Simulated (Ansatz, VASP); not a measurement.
# Two plane-wave programs on NaI

```
CELL_PARAMETERS angstrom
0.00000 3.27585 3.27585
3.27585 0.00000 3.27585
3.27585 3.27585 0.00000
ATOMIC_POSITIONS crystal
Na 0.00000 0.00000 0.00000
I 0.50000 0.50000 0.50000
```

Alike in both runs: task single point; functional HSE06; k mesh 4 × 4 × 4; occupations fermi-dirac, width 0.05 eV; no spin polarisation.

|  | VASP | Ansatz |
| --- | --- | --- |
| version | VASP 6.6.1 | Ansatz 0.2.0 development build |
| potentials or method | VASP PAW PBE potentials, release 64 (Na_pv, I) | plane waves, PAW datasets (generated soft set 1) |
| plane-wave cutoff (eV) | 520 | 420 |
| valence electrons in the cell | 14 | 26 |

```tsv
	VASP	Ansatz	Ansatz less VASP
gap on the k mesh at the Fermi level (eV)	4.55	4.57	+0.021
```

With one functional, cell and mesh, what is left measures potentials, basis and numerics. VASP's potentials hold 14 valence electrons a cell and Ansatz's 26, so a difference there can come from the potentials and not from the codes. Ansatz's warnings: stress exchange threshold loose, stress scf threshold loose.

Neither program's run includes spin-orbit coupling.
